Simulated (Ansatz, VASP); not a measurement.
ZnS in VASP and in Ansatz

```
CELL_PARAMETERS angstrom
-0.06074 2.69073 2.69073
2.69073 -0.06074 2.69073
2.69073 2.69073 -0.06074
ATOMIC_POSITIONS crystal
Zn 0.99811 0.99811 0.99811
S 0.25189 0.25189 0.25189
```

Change from the starting cell: epitaxial_111 strain +2.1%.

Alike in both runs: task single point; functional r2SCAN; k mesh 8 × 8 × 8; no spin polarisation.

|  | VASP | Ansatz |
| --- | --- | --- |
| version | VASP 6.6.1 | Ansatz 0.2.0 |
| potentials or method | VASP PAW PBE potentials, release 64 (Zn, S) | plane waves, PAW |
| plane-wave cutoff (eV) | 520 | 500 |
| occupations | gaussian, width 0.01 eV | fixed |
| valence electrons in the cell | 18 | 18 |

|  | VASP | Ansatz | Ansatz less VASP |
| --- | --- | --- | --- |
| gap on the k mesh at the Fermi level (eV) | 2.45 | 2.44 | -0.008 |
| pressure (GPa) | -2.1 | -2.1 | -0.01 |
| traceless stress, the component that is largest in VASP (GPa) | 1.07 | 1.07 | 0.000 |

VASP's potentials were made for PBE, not for r2SCAN.
